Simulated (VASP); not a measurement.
**C: single point with LDA**

The system is C.

```
CELL_PARAMETERS angstrom
2.12732 -1.22828 0.00000
2.12732 1.22828 0.00000
-1.37907 0.00000 3.50283
ATOMIC_POSITIONS crystal
C 0.83336 0.83336 0.00009
C 0.16664 0.16664 0.99991
```

```json
{
 "Program": "VASP 6.6.1",
 "Task": "single point",
 "Functional": "LDA",
 "Potentials or basis": "VASP PAW LDA potentials, release 64 (C)",
 "Cutoff": "520 eV",
 "k mesh": "14 × 14 × 8",
 "Occupations": "methfessel-paxton, width 0.1 eV",
 "Spin": "no spin polarisation",
 "Dipole correction": "no",
 "Further INCAR settings": "ALGO = Normal; EDIFF = 1e-06; NBANDS = 11"
}
```

| Property | Result |
| --- | --- |
| Pressure | -3.4 GPa |
| Largest force | 0.004 eV/Å |
| Band gap on the k mesh | 0.77 eV, indirect (least direct gap 0.79 eV) |

Forces in eV/Å, atoms in the order of the input:
```
C    0.004  0.000 -0.002
C   -0.004  0.000  0.002
```

Stress tensor (GPa, compression positive):
```
-4.44  0.00 -0.03
 0.00 -4.49  0.00
-0.03  0.00 -1.14
```

Levels at points of the mesh, in eV from the valence-band top:
```csv
k point,band 1,band 2,band 3,band 4,band 5,band 6,band 7,band 8
"(0.00, 0.00, 0.00)",-19.15,-6.51,-2.67,-2.67,3.83,8.71,8.71,11.74
"(0.50, 0.00, 0.00)",-13.76,-12.90,-6.06,-1.74,2.27,8.07,11.62,12.02
"(0.50, 0.50, 0.00)",-13.68,-12.84,-6.10,-2.30,1.66,7.76,12.87,14.27
"(0.00, 0.00, 0.50)",-18.92,-8.15,-2.68,-2.68,8.67,8.67,9.42,11.89
"(0.50, 0.00, 0.50)",-13.67,-12.83,-6.10,-2.34,1.61,7.76,12.95,14.50
"(0.50, 0.50, 0.50)",-13.75,-12.89,-6.06,-1.78,2.21,8.06,11.71,12.17
```

Wall time 26 s on 1 thread of Intel(R) Xeon(R) 6975P-C (Granite Rapids), with other jobs on the host, peak memory 0.16 GiB.

A k mesh can miss the band edges.
